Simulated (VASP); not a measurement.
# CuAu (R-3m) in VASP: further runs

The runs below take CuAu through single point, with PBEsol.

All numbers are computed with VASP 6.6.1; they aren't measurements. Logs are shortened: lines on timing, memory, paths and dates and some standing lists are left out, and cuts for length are marked.

### 1 The cell of the first run

Symmetry: R-3m, No. 166, trigonal system. The conventional cell has a = 2.683 Å, b = 2.683 Å, c = 12.278 Å, α = 90.00°, β = 90.00°, γ = 120.00°. Within 3.4 Å of Au (site symmetry -3m) lie 6 Cu at 2.57 Å and 6 Au at 2.68 Å. Within 3.4 Å of Cu (site symmetry -3m) lie 6 Au at 2.57 Å and 6 Cu at 2.68 Å.

### 2 Single point, PBEsol

INCAR reads:

```
SYSTEM = CuAu
PREC = Accurate
ENCUT = 520
EDIFF = 1E-6
ISMEAR = -1
SIGMA = 0.05
LREAL = .False.
LASPH = .True.
NELM = 60
ALGO = Normal
ISIF = 2
LWAVE = .False.
LCHARG = .True.
GGA = PS
LELF = .True.
LVHAR = .True.
NBANDS = 18
```

KPOINTS reads:

```
Automatic mesh
0
Gamma
  11 11 11
  0 0 0
```

POSCAR reads:

```
CuAu
1.0
    1.3414985594      0.7745145544      4.0925545117
   -1.3414985594      0.7745145544      4.0925545117
    0.0000000000     -1.5490291088      4.0925545117
Au Cu
1 1
Direct
    0.0000000000      0.0000000000      0.0000000000
    0.5000000000      0.5000000000      0.5000000000
```

Potentials or basis: VASP PAW PBE potentials, release 64 (Au, Cu).

Launch:

```sh
> cat potpaw_PBE.64/Au/POTCAR potpaw_PBE.64/Cu/POTCAR > POTCAR
> mpirun -np 1 vasp_std > vasp.out
```

OUTCAR:

```text
SYSTEM = CuAu
   PREC = Accurate
   ENCUT = 520
   EDIFF = 1E-6
   ISMEAR = -1
   LREAL = .False.
   LASPH = .True.
   NELM = 60
   ISIF = 2
   GGA = PS

 ion  position               nearest neighbor table
   1  0.000  0.000  0.000-   2 2.57   2 2.57   2 2.57   2 2.57   2 2.57   2 2.57
   2  0.500  0.500  0.500-   1 2.57   1 2.57   1 2.57   1 2.57   1 2.57   1 2.57

  LATTYP: Found a trigonal (rhomboedric) cell.
 ALAT       =     4.3758991774
 COS(alpha) =     0.8120355134

  Lattice vectors:

 A1 = (   1.3414985594,   0.7745145544,   4.0925545117)
 A2 = (  -1.3414985594,   0.7745145544,   4.0925545117)
 A3 = (   0.0000000000,  -1.5490291088,   4.0925545117)

Analysis of symmetry for initial positions (statically):
=====================================================================
 Subroutine PRICEL returns:
 Original cell was already a primitive cell.

 Routine SETGRP: Setting up the symmetry group for a
 trigonal (rhombohedral) supercell.

 Subroutine GETGRP returns: Found 12 space group operations
 (whereof 12 operations were pure point group operations)
 out of a pool of 12 trial point group operations.

The static configuration has the point symmetry D_3d.

Analysis of symmetry for dynamics (positions and initial velocities):
=====================================================================
 Subroutine PRICEL returns:
 Original cell was already a primitive cell.

 Routine SETGRP: Setting up the symmetry group for a
 trigonal (rhombohedral) supercell.

 Subroutine GETGRP returns: Found 12 space group operations
 (whereof 12 operations were pure point group operations)
 out of a pool of 12 trial point group operations.

The dynamic configuration has the point symmetry D_3d.

 Subroutine INISYM returns: Found 12 space group operations
 (whereof 12 operations are pure point group operations),
 and found     1 'primitive' translations

----------------------------------------------------------------------------------------

                                     Primitive cell

  volume of cell :      25.5132

  direct lattice vectors                    reciprocal lattice vectors
     1.341498559  0.774514554  4.092554512     0.372717508  0.215188554  0.081448722
    -1.341498559  0.774514554  4.092554512    -0.372717508  0.215188554  0.081448722
     0.000000000 -1.549029109  4.092554512     0.000000000 -0.430377107  0.081448722

  length of vectors
     4.375899177  4.375899177  4.375899177     0.438016379  0.438016379  0.438016379

  position of ions in fractional coordinates (direct lattice)
     0.000000000  0.000000000  0.000000000
     0.500000000  0.500000000  0.500000000

  ion indices of the primitive-cell ions
   primitive index   ion index
                 1           1
                 2           2

----------------------------------------------------------------------------------------

 KPOINTS: Automatic mesh

Automatic generation of k-mesh.
 Grid dimensions read from file:
 generate k-points for:   11   11   11

 Generating k-lattice:

  Cartesian coordinates                     Fractional coordinates (reciprocal lattice)
     0.033883410  0.019562596  0.007404429     0.090909091 -0.000000000  0.000000000
    -0.033883410  0.019562596  0.007404429    -0.000000000  0.090909091  0.000000000
     0.000000000 -0.039125192  0.007404429     0.000000000  0.000000000  0.090909091

  Length of vectors
     0.039819671  0.039819671  0.039819671

  Shift w.r.t. Gamma in fractional coordinates (k-lattice)
     0.000000000  0.000000000  0.000000000

 Subroutine IBZKPT returns following result:
 ===========================================

 Found    146 irreducible k-points:

 Following reciprocal coordinates:
            Coordinates               Weight
  0.000000  0.000000  0.000000      1.000000
  0.090909  0.000000  0.000000      6.000000
  0.181818 -0.000000 -0.000000      6.000000
  0.272727  0.000000  0.000000      6.000000
  0.363636  0.000000 -0.000000      6.000000
  0.454545  0.000000  0.000000      6.000000
[... 16 lines left out ...]
 -0.272727  0.181818 -0.000000     12.000000
 -0.181818  0.181818  0.000000      6.000000
 [... further k-points ...]
   k-points           NKPTS =    146   k-points in BZ     NKDIM =    146   number of bands    NBANDS=     18
   number of dos      NEDOS =    301   number of ions     NIONS =      2
   total plane-waves  NPLWV =  46656
   dimension x,y,z NGX =    36 NGY =   36 NGZ =   36
   dimension x,y,z NGXF=    72 NGYF=   72 NGZF=   72
   ions per type =               1   1
   NGX,Y,Z   is equivalent  to a cutoff of  13.68, 13.68, 13.68 a.u.
   NGXF,Y,Z  is equivalent  to a cutoff of  27.35, 27.35, 27.35 a.u.
 SYSTEM =  CuAu
   PREC   = accura    normal or accurate (medium, high low for compatibility)
   ISTART =      0    job   : 0-new  1-cont  2-samecut
   ICHARG =      2    charge: 1-file 2-atom 10-const
   ISPIN  =      1    spin polarized calculation?
   LNONCOLLINEAR =      F non collinear calculations
   LSORBIT =      F    spin-orbit coupling
   LASPH  =      T    aspherical Exc in radial PAW
   ENCUT  =  520.0 eV  38.22 Ry    6.18 a.u.   8.14  8.14  8.14*2*pi/ulx,y,z
   NELM   =     60;   NELMIN=  2; NELMDL= -5     # of ELM steps
   EDIFF  = 0.1E-05   stopping-criterion for ELM
   LREAL  =      F    real-space projection
   EDIFFG = 0.1E-04   stopping-criterion for IOM
   NSW    =      0    number of steps for IOM
   IBRION =     -1    ionic relax: 0-MD 1-quasi-New 2-CG
   NFREE  =      0    steps in history (QN), initial steepest desc. (CG)
   ISIF   =      2    stress and relaxation
   ISYM   =      2    0-nonsym 1-usesym 2-fastsym
   POTIM  = 0.5000    time-step for ionic-motion
   TEBEG  =    0.0;   TEEND  =   0.0 temperature during run
   PSTRESS=    0.0 pullay stress
   NELECT =      22.0000    total number of electrons
   NUPDOWN=      -1.0000    fix difference up-down
   EMIN   =  10.00;   EMAX   =-10.00  energy-range for DOS
   EFERMI =   0.00;   METHOD = LEGACY
   ISMEAR =    -1;   SIGMA  =   0.05  broadening in eV -4-tet -1-fermi 0-gaus
   EFERMI_NEDOS =   21; number of points for ismear=-14 and -15
   IALGO  =     38    algorithm
   IMIX   =      4    mixing-type and parameters
     AMIX     =   0.40;   BMIX     =  1.00
     AMIX_MAG =   1.60;   BMIX_MAG =  1.00
  volume/ion in A,a.u.               =      12.76        86.09
  Fermi-wavevector in a.u.,A,eV,Ry     =   1.558214  2.944598 33.035383  2.428032
  Thomas-Fermi vector in A             =   2.661751
   LORBIT       =      0    0 simple, 1 ext, 2 COOP (PROOUT), +10 PAW based schemes
   GGA     = PS    functional components
   LHFCALC =     F    Hartree Fock is set to
   AEXX    =    0.0000 exact exchange contribution
   IVDW    =     0    specifies the selected vdW correction
   LEPSILON=     F    determine dielectric tensor
   LRPA    =     F    only Hartree local field effects (RPA)
 non-spin polarized calculation
  energy-cutoff  :      520.00
  volume of cell :       25.51
 maximum number of plane-waves:       701
 NGX is ok and might be reduce to    36
   NGX = 17   NGY = 17   NGZ = 17

 number of electron      21.9999999 magnetization

 Free energy of the ion-electron system (eV)
  ---------------------------------------------------
  ext. energy  EPLUGINS =         0.00000000
  ---------------------------------------------------
  free energy    TOTEN  =        -7.91820660 eV

  energy without entropy =       -7.91350910  energy(sigma->0) =       -7.91585785

 E-fermi :  10.7786     XC(G=0): -13.6098

 val. band max:       10.7479725250   @ k =   0.0909   0.0909   0.0000
 cond. band min:      10.7883708485   @ k =   0.3636   0.3636   0.0909
 fundamental gap:      0.0403983234
 Fermi energy:        10.7786091053

 k-point     1 :       0.0000    0.0000    0.0000
  band No.  band energies     occupation
      1      -0.6107      2.00000
      2       2.6830      2.00000
      3       4.9285      2.00000
      4       4.9285      2.00000
      5       6.4195      2.00000
      6       6.4195      2.00000
[... 10 lines left out ...]
     17      28.8987      0.00000
     18      32.8629      0.00000

 k-point     2 :       0.0909    0.0000    0.0000
  band No.  band energies     occupation
      1      -0.2990      2.00000
      2       2.8740      2.00000
      3       4.7784      2.00000
      4       5.1478      2.00000
      5       6.1035      2.00000
      6       6.4325      2.00000
[... 10 lines left out ...]
     17      28.7016      0.00000
     18      31.1647      0.00000

 k-point     3 :       0.1818   -0.0000   -0.0000
  band No.  band energies     occupation
      1       0.5689      2.00000
      2       3.3401      2.00000
      3       4.5184      2.00000
      4       5.3336      2.00000
      5       5.7573      2.00000
      6       6.4726      2.00000
[... 10 lines left out ...]
     17      28.1311      0.00000
     18      29.0922      0.00000

 k-point     4 :       0.2727    0.0000    0.0000
  band No.  band energies     occupation
      1       1.6975      2.00000
      2       3.5510      2.00000
      3       4.5654      2.00000
      4       4.9082      2.00000
      5       6.3576      2.00000
      6       6.7927      2.00000
[... 375 lines left out ...]
      4       5.2000      2.00000
      5       5.6359      2.00000
      6       6.9164      2.00000
[... 10 lines left out ...]
     17      22.3218      0.00000
     18      27.9241      0.00000

 k-point    23 :      -0.2727    0.1818   -0.0000
  band No.  band energies     occupation
      1       3.2167      2.00000
      2       3.9372      2.00000
      3       4.0586      2.00000
      4       5.0202      2.00000
      5       5.5111      2.00000
      6       7.0055      2.00000
[... 10 lines left out ...]
     17      23.2152      0.00000
     18      30.1529      0.00000

 k-point    24 :      -0.1818    0.1818    0.0000
  band No.  band energies     occupation
      1       2.4047      2.00000
      2       3.8992      2.00000
      3       4.3040      2.00000
      4       4.3560      2.00000
      5       5.8613      2.00000
      6       7.1307      2.00000
[... 10 lines left out ...]
     17      24.9935      0.00000
     18      31.8455      0.00000

 [... further k-points ...]

------------------------ aborting loop because EDIFF is reached ----------------------------------------

  FORCE on cell =-STRESS in cart. coord.  units (eV):
  Direction    XX          YY          ZZ          XY          YZ          ZX
  --------------------------------------------------------------------------------------
  -------------------------------------------------------------------------------------
  Total        4.7709896      4.7709896      4.8148542     -0.0000000     -0.0000000     -0.0000000
  in kB      299.6080878    299.6080878    302.3626912     -0.0000000     -0.0000000     -0.0000000
  external PRESSURE =     300.5262889 kB  Pullay stress =       0.0000000 kB

 VOLUME and BASIS-vectors are now :
 -----------------------------------------------------------------------------
  energy-cutoff  :      520.00
  volume of cell :       25.51
      direct lattice vectors                 reciprocal lattice vectors
     1.341498559  0.774514554  4.092554512     0.372717508  0.215188554  0.081448722
    -1.341498559  0.774514554  4.092554512    -0.372717508  0.215188554  0.081448722
     0.000000000 -1.549029109  4.092554512     0.000000000 -0.430377107  0.081448722

 POSITION                                       TOTAL-FORCE (eV/Angst)
 -----------------------------------------------------------------------------------
      0.00000      0.00000      0.00000         0.000000      0.000000      0.000000
      0.00000      0.00000      6.13883         0.000000     -0.000000     -0.000000
 -----------------------------------------------------------------------------------
    total drift:                                0.000000     -0.000000      0.000000

  FREE ENERGIE OF THE ION-ELECTRON SYSTEM (eV)
  ---------------------------------------------------
  free  energy   TOTEN  =        -7.9182065952 eV

  energy  without entropy=       -7.9135090961  energy(sigma->0) =       -7.91585785
```

Run time: 56 s. Hardware: 1 thread of Intel Xeon 6975P-C (Granite Rapids), shared host; peak memory 0.26 GiB.

What came out:

```
Free energy            : -7.9182 eV
Pressure               : 30.1 GPa
Band gap on the k mesh : zero (band 11 reaches 12.97 eV, above the bottom of band 12 at 8.20 eV)
```

Stress tensor (GPa, compression positive):
```
29.96  0.00  0.00
 0.00 29.96  0.00
 0.00  0.00 30.24
```

Caveat: the PAW data sets were made with another functional, which shifts forces and pressure a little; spin-orbit coupling is left out, which moves the levels of the heavy elements.

(Continued in part 2 of 2.)
